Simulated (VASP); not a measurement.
# BaTiO3 (R3m) in VASP: a series of runs

Runs on BaTiO3. Level: r2SCAN. Tasks: single point.

All numbers are computed with VASP 6.6.1; they aren't measurements. Logs are shortened: lines on timing, memory, paths and dates and some standing lists are left out, and cuts for length are marked.

## 1. The cell of the first run

Symmetry: R3m, No. 160, trigonal system. The conventional cell has a = 5.580 Å, b = 5.580 Å, c = 6.843 Å, α = 90.00°, β = 90.00°, γ = 120.00°. Within 3.6 Å of Ba (site symmetry 3m) lie 12 O at 2.75 to 2.83 Å and 8 Ti at 3.37 to 3.48 Å. Within 2.5 Å of Ti (site symmetry 3m) lie 6 O at 1.90 to 2.05 Å. O (site symmetry m) has 2 Ti at 1.90 to 2.05 Å within 2.5 Å.

## 2. Single point, r2SCAN

File POSCAR:

```
BaTiO3
1.0
    2.7900813100      1.6108541954      2.2811219362
   -2.7900813100      1.6108541954      2.2811219362
    0.0000000000     -3.2217083908      2.2811219361
Ba Ti O
1 1 3
Direct
   -0.0023553162     -0.0023553162     -0.0023553162
    0.5057029176      0.5057029176      0.5057029176
    0.4904825797      0.9867882392      0.4904825797
    0.4904825797      0.4904825797      0.9867882392
    0.9867882392      0.4904825797      0.4904825797
```

File INCAR.step1:

```
PREC = Accurate ; ENCUT = 520
ISMEAR = 0 ; SIGMA = 0.02
LREAL = False ; LASPH = True
NELM = 100 ; NBANDS = 28
GGA = PE ; ALGO = Normal
EDIFF = 1E-4 ; LWAVE = True
LCHARG = False
```

File INCAR.step2:

```
PREC = Accurate ; ENCUT = 520
EDIFF = 1E-7 ; ISMEAR = 0
SIGMA = 0.02 ; LREAL = False
LASPH = True ; NELM = 100
ALGO = Normal ; ISIF = 2
LWAVE = False ; LCHARG = False
METAGGA = R2SCAN ; LMIXTAU = True
NBANDS = 28 ; ISTART = 1
```

File KPOINTS:

```
Automatic mesh
0
Gamma
  6 6 6
```

Potentials or basis: VASP PAW PBE potentials, release 64 (Ba_sv, Ti_sv, O).

The run is started by

```bash
> cat potpaw_PBE.64/Ba_sv/POTCAR potpaw_PBE.64/Ti_sv/POTCAR potpaw_PBE.64/O/POTCAR > POTCAR
> cp INCAR.step1 INCAR
> mpirun -np 1 vasp_std > vasp.out
> cp INCAR.step2 INCAR
> mpirun -np 1 vasp_std > vasp.out
```

OUTCAR:

```text
PREC = Accurate
   ENCUT = 520
   EDIFF = 1E-7
   ISMEAR = 0
   LREAL = False
   LASPH = True
   NELM = 100
   ISIF = 2
   METAGGA = R2SCAN
   ISTART = 1

 ion  position               nearest neighbor table
   1  0.998  0.998  0.998-   3 2.75   5 2.75   4 2.75   4 2.79   4 2.79   3 2.79   5 2.79   3 2.79
                             5 2.79   5 2.83   3 2.83   4 2.83   2 3.37   2 3.40   2 3.40   2 3.40
   2  0.506  0.506  0.506-   4 1.90   3 1.90   5 1.90   4 2.05   3 2.05   5 2.05   1 3.37   1 3.40
                             1 3.40   1 3.40   1 3.44   1 3.44   1 3.44   1 3.48
   3  0.490  0.987  0.490-   2 1.90   2 2.05   1 2.75   1 2.79   1 2.79   1 2.83
   4  0.490  0.490  0.987-   2 1.90   2 2.05   1 2.75   1 2.79   1 2.79   1 2.83
   5  0.987  0.490  0.490-   2 1.90   2 2.05   1 2.75   1 2.79   1 2.79   1 2.83

  LATTYP: Found a trigonal (rhomboedric) cell.
 ALAT       =     3.9475210250
 COS(alpha) =     0.0008865353

  Lattice vectors:

 A1 = (   2.7900813100,   1.6108541954,   2.2811219362)
 A2 = (  -2.7900813100,   1.6108541954,   2.2811219362)
 A3 = (   0.0000000000,  -3.2217083908,   2.2811219361)

Analysis of symmetry for initial positions (statically):
=====================================================================
 Subroutine PRICEL returns:
 Original cell was already a primitive cell.

 Routine SETGRP: Setting up the symmetry group for a
 trigonal (rhombohedral) supercell.

 Subroutine GETGRP returns: Found  6 space group operations
 (whereof  6 operations were pure point group operations)
 out of a pool of 12 trial point group operations.

The static configuration has the point symmetry C_3v.

Analysis of symmetry for dynamics (positions and initial velocities):
=====================================================================
 Subroutine PRICEL returns:
 Original cell was already a primitive cell.

 Routine SETGRP: Setting up the symmetry group for a
 trigonal (rhombohedral) supercell.

 Subroutine GETGRP returns: Found  6 space group operations
 (whereof  6 operations were pure point group operations)
 out of a pool of 12 trial point group operations.

The dynamic configuration has the point symmetry C_3v.

 Subroutine INISYM returns: Found  6 space group operations
 (whereof  6 operations are pure point group operations),
 and found     1 'primitive' translations

----------------------------------------------------------------------------------------

                                     Primitive cell

  volume of cell :      61.5138

  direct lattice vectors                    reciprocal lattice vectors
     2.790081310  1.610854195  2.281121936     0.179206247  0.103464775  0.146126925
    -2.790081310  1.610854195  2.281121936    -0.179206247  0.103464775  0.146126925
     0.000000000 -3.221708391  2.281121936     0.000000000 -0.206929550  0.146126925

  length of vectors
     3.947521025  3.947521025  3.947521025     0.253323739  0.253323739  0.253323739

  position of ions in fractional coordinates (direct lattice)
     0.997644684  0.997644684  0.997644684
     0.505702918  0.505702918  0.505702918
     0.490482580  0.986788239  0.490482580
     0.490482580  0.490482580  0.986788239
     0.986788239  0.490482580  0.490482580

  ion indices of the primitive-cell ions
   primitive index   ion index
                 1           1
                 2           2
                 3           3
                 4           4
                 5           5

----------------------------------------------------------------------------------------

 KPOINTS: Automatic mesh

Automatic generation of k-mesh.
 Grid dimensions read from file:
 generate k-points for:    6    6    6

 Generating k-lattice:

  Cartesian coordinates                     Fractional coordinates (reciprocal lattice)
     0.029867708  0.017244129  0.024354487     0.166666667  0.000000000  0.000000000
    -0.029867708  0.017244129  0.024354487     0.000000000  0.166666667  0.000000000
     0.000000000 -0.034488258  0.024354487    -0.000000000 -0.000000000  0.166666667

  Length of vectors
     0.042220623  0.042220623  0.042220623

  Shift w.r.t. Gamma in fractional coordinates (k-lattice)
     0.000000000  0.000000000  0.000000000

 Subroutine IBZKPT returns following result:
 ===========================================

 Found     32 irreducible k-points:

 Following reciprocal coordinates:
            Coordinates               Weight
  0.000000  0.000000  0.000000      1.000000
  0.166667 -0.000000  0.000000      6.000000
  0.333333 -0.000000  0.000000      6.000000
  0.500000 -0.000000  0.000000      3.000000
  0.166667  0.166667  0.000000      6.000000
  0.333333  0.166667  0.000000     12.000000
[... 16 lines left out ...]
  0.500000  0.500000  0.166667      6.000000
 -0.333333  0.500000  0.166667     12.000000
 [... further k-points ...]
   k-points           NKPTS =     32   k-points in BZ     NKDIM =     32   number of bands    NBANDS=     28
   number of dos      NEDOS =    301   number of ions     NIONS =      5
   total plane-waves  NPLWV =  27000
   dimension x,y,z NGX =    30 NGY =   30 NGZ =   30
   dimension x,y,z NGXF=    60 NGYF=   60 NGZF=   60
   ions per type =               1   1   3
   NGX,Y,Z   is equivalent  to a cutoff of  12.63, 12.63, 12.63 a.u.
   NGXF,Y,Z  is equivalent  to a cutoff of  25.27, 25.27, 25.27 a.u.
 SYSTEM =  unknown system
   PREC   = accura    normal or accurate (medium, high low for compatibility)
   ISTART =      1    job   : 0-new  1-cont  2-samecut
   ICHARG =      0    charge: 1-file 2-atom 10-const
   ISPIN  =      1    spin polarized calculation?
   LNONCOLLINEAR =      F non collinear calculations
   LSORBIT =      F    spin-orbit coupling
   LASPH  =      T    aspherical Exc in radial PAW
   ENCUT  =  520.0 eV  38.22 Ry    6.18 a.u.   7.34  7.34  7.34*2*pi/ulx,y,z
   NELM   =    100;   NELMIN=  2; NELMDL=  0     # of ELM steps
   EDIFF  = 0.1E-06   stopping-criterion for ELM
   LREAL  =      F    real-space projection
   EDIFFG = 0.1E-05   stopping-criterion for IOM
   NSW    =      0    number of steps for IOM
   IBRION =     -1    ionic relax: 0-MD 1-quasi-New 2-CG
   NFREE  =      0    steps in history (QN), initial steepest desc. (CG)
   ISIF   =      2    stress and relaxation
   ISYM   =      2    0-nonsym 1-usesym 2-fastsym
   POTIM  = 0.5000    time-step for ionic-motion
   TEBEG  =    0.0;   TEEND  =   0.0 temperature during run
   PSTRESS=    0.0 pullay stress
   NELECT =      40.0000    total number of electrons
   NUPDOWN=      -1.0000    fix difference up-down
   EMIN   =  10.00;   EMAX   =-10.00  energy-range for DOS
   EFERMI =   0.00;   METHOD = LEGACY
   ISMEAR =     0;   SIGMA  =   0.02  broadening in eV -4-tet -1-fermi 0-gaus
   EFERMI_NEDOS =   21; number of points for ismear=-14 and -15
   IALGO  =     38    algorithm
   IMIX   =      4    mixing-type and parameters
     AMIX     =   0.40;   BMIX     =  1.00
     AMIX_MAG =   1.60;   BMIX_MAG =  1.00
  volume/ion in A,a.u.               =      12.30        83.02
  Fermi-wavevector in a.u.,A,eV,Ry     =   1.418308  2.680213 27.369446  2.011598
  Thomas-Fermi vector in A             =   2.539447
   LORBIT       =      0    0 simple, 1 ext, 2 COOP (PROOUT), +10 PAW based schemes
   METAGGA = R2SCAN    functional components
   LHFCALC =     F    Hartree Fock is set to
   AEXX    =    0.0000 exact exchange contribution
   IVDW    =     0    specifies the selected vdW correction
   LEPSILON=     F    determine dielectric tensor
   LRPA    =     F    only Hartree local field effects (RPA)
 non-spin polarized calculation
 Gauss-broadening in eV      SIGMA  =   0.02
  energy-cutoff  :      520.00
  volume of cell :       61.51
 maximum number of plane-waves:      1675
 NGX is ok and might be reduce to    30
   NGX = 15   NGY = 15   NGZ = 15

 number of electron      40.0000009 magnetization

 Free energy of the ion-electron system (eV)
  ---------------------------------------------------
  ext. energy  EPLUGINS =         0.00000000
  ---------------------------------------------------
  free energy    TOTEN  =       -74.15006939 eV

  energy without entropy =      -74.15006939  energy(sigma->0) =      -74.15006939

 E-fermi :   4.0280     XC(G=0): -12.1511

 val. band max:        3.8344470330   @ k =   0.5000   0.5000   0.5000
 cond. band min:       6.3162198339   @ k =   0.0000   0.0000   0.0000
 fundamental gap:      2.4817728009
 Fermi energy:         4.0279696471

 k-point     1 :       0.0000    0.0000    0.0000
  band No.  band energies     occupation
      1     -54.7148      2.00000
      2     -29.9161      2.00000
      3     -29.9161      2.00000
      4     -29.9136      2.00000
      5     -21.5409      2.00000
      6     -14.0879      2.00000
[... 20 lines left out ...]
     27       9.5033      0.00000
     28      12.6392      0.00000

 k-point     2 :       0.1667   -0.0000    0.0000
  band No.  band energies     occupation
      1     -54.7145      2.00000
      2     -29.9336      2.00000
      3     -29.9155      2.00000
      4     -29.9138      2.00000
      5     -21.5012      2.00000
      6     -14.1250      2.00000
[... 20 lines left out ...]
     27      10.0819      0.00000
     28      13.3041      0.00000

 k-point     3 :       0.3333   -0.0000    0.0000
  band No.  band energies     occupation
      1     -54.7138      2.00000
      2     -29.9696      2.00000
      3     -29.9142      2.00000
      4     -29.9125      2.00000
      5     -21.4196      2.00000
      6     -14.2976      2.00000
[... 20 lines left out ...]
     27      11.4554      0.00000
     28      13.0159      0.00000

 k-point     4 :       0.5000   -0.0000    0.0000
  band No.  band energies     occupation
      1     -54.7134      2.00000
      2     -29.9875      2.00000
      3     -29.9136      2.00000
      4     -29.9119      2.00000
      5     -21.3776      2.00000
      6     -14.4037      2.00000
[... 20 lines left out ...]
     27      12.3425      0.00000
     28      12.9244      0.00000

 k-point     5 :       0.1667    0.1667    0.0000
  band No.  band energies     occupation
      1     -54.7141      2.00000
      2     -29.9331      2.00000
      3     -29.9324      2.00000
      4     -29.9139      2.00000
      5     -21.4653      2.00000
      6     -14.1078      2.00000
[... 20 lines left out ...]
     27      10.6319      0.00000
     28      13.3183      0.00000

 k-point     6 :       0.3333    0.1667    0.0000
  band No.  band energies     occupation
      1     -54.7134      2.00000
      2     -29.9686      2.00000
      3     -29.9312      2.00000
      4     -29.9127      2.00000
      5     -21.3915      2.00000
      6     -14.1915      2.00000
[... 463 lines left out ...]
      5     -21.3107      2.00000
      6     -13.8871      2.00000
[... 20 lines left out ...]
     27      12.9923      0.00000
     28      13.2116      0.00000

 k-point    22 :      -0.1667    0.3333    0.1667
  band No.  band energies     occupation
      1     -54.7130      2.00000
      2     -29.9677      2.00000
      3     -29.9320      2.00000
      4     -29.9290      2.00000
      5     -21.3648      2.00000
      6     -14.0774      2.00000
[... 20 lines left out ...]
     27      12.1628      0.00000
     28      13.3775      0.00000

 k-point    23 :       0.5000    0.5000    0.1667
  band No.  band energies     occupation
      1     -54.7116      2.00000
      2     -29.9831      2.00000
      3     -29.9813      2.00000
      4     -29.9277      2.00000
      5     -21.2593      2.00000
      6     -13.6638      2.00000
[... 20 lines left out ...]
     27      13.2495      0.00000
     28      13.7042      0.00000

 k-point    24 :      -0.3333    0.5000    0.1667
  band No.  band energies     occupation
      1     -54.7120      2.00000
      2     -29.9833      2.00000
      3     -29.9648      2.00000
      4     -29.9284      2.00000
      5     -21.2832      2.00000
      6     -13.8323      2.00000
[... 20 lines left out ...]
     27      12.8784      0.00000
     28      13.4273      0.00000

 [... further k-points ...]

------------------------ aborting loop because EDIFF is reached ----------------------------------------

  FORCE on cell =-STRESS in cart. coord.  units (eV):
  Direction    XX          YY          ZZ          XY          YZ          ZX
  --------------------------------------------------------------------------------------
  -------------------------------------------------------------------------------------
  Total        3.9678425      3.9678425      3.9454908      0.0000000      0.0000000     -0.0000000
  in kB      103.3456422    103.3456422    102.7634718      0.0000000      0.0000000     -0.0000000
  external PRESSURE =     103.1515854 kB  Pullay stress =       0.0000000 kB

 VOLUME and BASIS-vectors are now :
 -----------------------------------------------------------------------------
  energy-cutoff  :      520.00
  volume of cell :       61.51
      direct lattice vectors                 reciprocal lattice vectors
     2.790081310  1.610854195  2.281121936     0.179206247  0.103464775  0.146126925
    -2.790081310  1.610854195  2.281121936    -0.179206247  0.103464775  0.146126925
     0.000000000 -3.221708391  2.281121936     0.000000000 -0.206929550  0.146126925

 POSITION                                       TOTAL-FORCE (eV/Angst)
 -----------------------------------------------------------------------------------
      0.00000      0.00000      6.82725         0.000000     -0.000000     -0.025851
      0.00000      0.00000      3.46071         0.000000     -0.000000     -0.109264
     -1.38473      0.79948      4.48869        -0.037870      0.021864      0.045038
      0.00000     -1.59895      4.48869         0.000000     -0.043729      0.045038
      1.38473      0.79948      4.48869         0.037870      0.021864      0.045038
 -----------------------------------------------------------------------------------
    total drift:                               -0.000000     -0.000008      0.004090

  FREE ENERGIE OF THE ION-ELECTRON SYSTEM (eV)
  ---------------------------------------------------
  free  energy   TOTEN  =       -74.1500693915 eV

  energy  without entropy=      -74.1500693915  energy(sigma->0) =      -74.15006939
```

It took 3.4 min on 1 thread of Intel Xeon 8259CL, shared host; peak memory 0.21 GiB.

Results:

- Free energy: -74.1501 eV
- Pressure: 10.3 GPa
- Largest force: 0.109 eV/Å
- Band gap on the k mesh: 2.48 eV (least direct gap 2.70 eV)

Forces in eV/Å, atoms in the order of the input:
```
Ba   0.000  0.000 -0.026
Ti   0.000  0.000 -0.109
O   -0.038  0.022  0.045
O    0.000 -0.044  0.045
O    0.038  0.022  0.045
```

Caveat: the cell stands under pressure; the PAW data sets were made with another functional, which shifts forces and pressure a little; spin-orbit coupling is left out, which moves the levels of the heavy elements. A k mesh can miss the band edges.

## 3. Single point, r2SCAN

This run uses another cell than the first one, of 12.72 Å³/atom.

File POSCAR:

```
BaTiO3
1.0
    2.8190061795      1.6275539766      2.3098702397
   -2.8190061795      1.6275539766      2.3098702397
    0.0000000000     -3.2551079532      2.3098702396
Ba Ti O
1 1 3
Direct
   -0.0002479000     -0.0002479000     -0.0002479000
    0.5113630485      0.5113630485      0.5113630485
    0.4890185941      0.9819486633      0.4890185941
    0.4890185941      0.4890185941      0.9819486633
    0.9819486633      0.4890185941      0.4890185941
```

File INCAR.step1:

```
SYSTEM = BaTiO3
PREC = Accurate
ENCUT = 520
ISMEAR = 0
SIGMA = 0.02
LREAL = .FALSE.
LASPH = .TRUE.
NELM = 80
NBANDS = 28
GGA = PE
ALGO = Normal
EDIFF = 1E-4
LWAVE = .TRUE.
LCHARG = .FALSE.
```

File INCAR.step2:

```
SYSTEM = BaTiO3
PREC = Accurate
ENCUT = 520
EDIFF = 1E-6
ISMEAR = 0
SIGMA = 0.02
LREAL = .FALSE.
LASPH = .TRUE.
NELM = 80
ALGO = Normal
ISIF = 2
LWAVE = .FALSE.
LCHARG = .FALSE.
METAGGA = R2SCAN
LMIXTAU = .TRUE.
NBANDS = 28
ISTART = 1
```

File KPOINTS:

```
regular mesh
0
G
  6 6 6
  0 0 0
```

Potentials or basis: VASP PAW PBE potentials, release 64 (Ba_sv, Ti_sv, O).

The run is started by

```bash
> cat potpaw_PBE.64/Ba_sv/POTCAR potpaw_PBE.64/Ti_sv/POTCAR potpaw_PBE.64/O/POTCAR > POTCAR
> cp INCAR.step1 INCAR
> mpirun -np 1 vasp_std > vasp.out
> cp INCAR.step2 INCAR
> mpirun -np 1 vasp_std > vasp.out
```

It took 3.2 min on 1 thread of Intel Xeon 8259CL, shared host; peak memory 0.21 GiB.

Results (log left out):

```yaml
Free_energy: -74.2409 eV
Pressure: 5.1 GPa
Largest_force: 0.152 eV/Å
Band_gap_on_the_k_mesh: 2.69 eV (least direct gap 3.06 eV)
```

Forces in eV/Å, atoms in the order of the input:
```
Ba   0.000  0.000 -0.029
Ti   0.000  0.000 -0.152
O   -0.054  0.031  0.060
O    0.000 -0.063  0.060
O    0.054  0.031  0.060
```

Stress tensor (GPa, compression positive):
```
5.11 0.00 0.00
0.00 5.11 0.00
0.00 0.00 4.98
```

Levels at points of the mesh, in eV from the valence-band top:
```
           k point  band 18  band 19  band 20  band 21  band 22  band 23
(0.00, 0.00, 0.00)    -0.47    -0.36    -0.36     2.69     2.69     2.81
(0.50, 0.00, 0.00)    -1.65    -0.95    -0.85     2.86     4.16     4.25
(0.50, 0.50, 0.00)    -0.90    -0.86    -0.09     4.22     4.23     4.60
(0.50, 0.50, 0.50)    -0.02    -0.02     0.00     4.75     4.88     4.88
```

Caveat: the cell stands under pressure; the PAW data sets were made with another functional, which shifts forces and pressure a little; spin-orbit coupling is left out, which moves the levels of the heavy elements. A k mesh can miss the band edges.

## 4. Single point, r2SCAN

This run uses another cell than the first one, of 12.72 Å³/atom.

POSCAR is that of step 3.

File INCAR.step1:

```
PREC = Accurate
ENCUT = 520
ISMEAR = 0
SIGMA = 0.02
LREAL = False
LASPH = True
NELM = 80
NBANDS = 28
GGA = PE
ALGO = Normal
EDIFF = 1E-4
LWAVE = True
LCHARG = False
```

File INCAR.step2:

```
PREC = Accurate
ENCUT = 520
EDIFF = 1E-6
ISMEAR = 0
SIGMA = 0.02
LREAL = False
LASPH = True
NELM = 80
ALGO = Normal
ISIF = 2
LWAVE = False
LCHARG = False
METAGGA = R2SCAN
LMIXTAU = True
NBANDS = 28
ISTART = 1
```

File KPOINTS:

```
Automatic mesh
0
Gamma
  6 6 6
```

The run is started by

```bash
> cat potpaw_PBE.64/Ba_sv/POTCAR potpaw_PBE.64/Ti_sv/POTCAR potpaw_PBE.64/O/POTCAR > POTCAR
> cp INCAR.step1 INCAR
> mpirun -np 1 vasp_std > vasp.out
> cp INCAR.step2 INCAR
> mpirun -np 1 vasp_std > vasp.out
```

It took 3.2 min on 1 thread of Intel Xeon 8259CL, shared host; peak memory 0.21 GiB.

Results (log left out):

| Quantity | Value |
| --- | --- |
| Free energy | -74.2409 eV |
| Pressure | 5.1 GPa |
| Largest force | 0.152 eV/Å |
| Band gap on the k mesh | 2.69 eV (least direct gap 3.06 eV) |

Forces in eV/Å, atoms in the order of the input:
```
Ba   0.000  0.000 -0.029
Ti   0.000  0.000 -0.152
O   -0.054  0.031  0.060
O    0.000 -0.063  0.060
O    0.054  0.031  0.060
```

Stress tensor (GPa, compression positive):
```
5.11 0.00 0.00
0.00 5.11 0.00
0.00 0.00 4.98
```

Levels at points of the mesh, in eV from the valence-band top:
| k point | band 17 | band 18 | band 19 | band 20 | band 21 | band 22 | band 23 | band 24 |
| --- | --- | --- | --- | --- | --- | --- | --- | --- |
| (0.00, 0.00, 0.00) | -1.12 | -0.47 | -0.36 | -0.36 | 2.69 | 2.69 | 2.81 | 4.76 |
| (0.50, 0.00, 0.00) | -1.74 | -1.65 | -0.95 | -0.85 | 2.86 | 4.16 | 4.25 | 4.73 |
| (0.50, 0.50, 0.00) | -1.69 | -0.90 | -0.86 | -0.09 | 4.22 | 4.23 | 4.60 | 5.44 |
| (0.50, 0.50, 0.50) | -2.36 | -0.02 | -0.02 | 0.00 | 4.75 | 4.88 | 4.88 | 7.33 |

Caveat: the cell stands under pressure; the PAW data sets were made with another functional, which shifts forces and pressure a little; spin-orbit coupling is left out, which moves the levels of the heavy elements.
